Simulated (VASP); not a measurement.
HfB3N:

```
Hf B N
1.0
     3.83788    0.00000    0.00000
     0.00000    3.83788    0.00000
     0.00000    0.00000    3.83788
Hf B N
1 3 1
Cartesian
  1.9189 1.9189 1.9189
  1.9189 0.0000 0.0000
  0.0000 1.9189 0.0000
  0.0000 0.0000 1.9189
  0.0000 0.0000 0.0000
```

```yaml
Program: VASP 6.6.1
Task: relaxation of cell and atoms
Functional: PBE
Potentials_or_basis: VASP PAW PBE potentials, release 64 (Hf_pv, B, N)
Cutoff: 600 eV
k_mesh: 4 × 4 × 4
Occupations: gaussian, width 0.1 eV
Spin: no spin polarisation
```

At the start: pressure -22.1 GPa; volume 11.31 Å³/atom.

Task: How do energy, volume and symmetry change on relaxing?

Result: Over 3 steps the energy falls by 140.2 meV/atom and the volume is 9.53 Å³/atom (-15.7 %); space group Pm-3m (No. 221, to 0.05 Å).

Step by step:
```csv
step,energy change (eV),largest force (eV/Å),pressure (GPa),volume (Å³)
1,0.0000,0.0000,-22.08,56.53
2,-0.5880,0.0000,12.73,44.72
3,-0.7011,0.0000,0.16,47.65
```

Final structure:
```
Hf B N
1.0
     3.62531    0.00000    0.00000
     0.00000    3.62531    0.00000
     0.00000    0.00000    3.62531
Hf B N
1 3 1
Direct
  0.50000 0.50000 0.50000
  0.50000 0.00000 0.00000
  0.00000 0.50000 0.00000
  0.00000 0.00000 0.50000
  0.00000 0.00000 0.00000
```

Caveat: the k points lie up to 0.43 Å⁻¹ apart in the final cell; the volume moved by over 15 % at a fixed basis, so the end points are rough.
